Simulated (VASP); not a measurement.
The system is Zn3Ag.

```xyz
4
Lattice="3.9775 0.0000 0.0000 0.0000 3.9775 0.0000 0.0000 0.0000 3.9775" Properties=species:S:1:pos:R:3 pbc="T T T"
Zn    0.0000    0.0000    0.0000
Zn    0.0000    1.9888    1.9888
Zn    1.9888    0.0000    1.9888
Ag    1.9888    1.9888    0.0000
```

* Program: VASP 6.6.1
* Task: relaxation of cell and atoms
* Functional: LDA
* Potentials or basis: VASP PAW LDA potentials, release 64 (Zn, Ag_sv_GW)
* Cutoff: 630 eV
* k mesh: 6 × 6 × 6
* Occupations: gaussian, width 0.1 eV
* Spin: no spin polarisation

At the start: pressure -9.7 GPa; volume 15.73 Å³/atom.

**Question.** Where does the relaxation end?

**Answer.** Over 5 steps the energy falls by 57.1 meV/atom and the volume is 14.02 Å³/atom (-10.9 %); space group Pm-3m (No. 221, to 0.1 Å) before and after.

The path:
| step | energy change (eV) | largest force (eV/Å) | pressure (GPa) | volume (Å³) |
| --- | --- | --- | --- | --- |
| 1 | 0.0000 | 0.0000 | -9.72 | 62.93 |
| 2 | -0.2148 | 0.0000 | 3.14 | 54.63 |
| 3 | -0.2283 | 0.0000 | -0.12 | 56.11 |
| 4 | -0.2283 | 0.0000 | 0.12 | 55.98 |
| 5 | -0.2283 | 0.0000 | 0.04 | 56.06 |

Final structure:
```
Zn Ag
1.0
     3.82728    0.00000    0.00000
     0.00000    3.82728    0.00000
     0.00000    0.00000    3.82728
Zn Ag
3 1
Direct
  0.00000 0.00000 0.00000
  0.00000 0.50000 0.50000
  0.50000 0.00000 0.50000
  0.50000 0.50000 0.00000
```
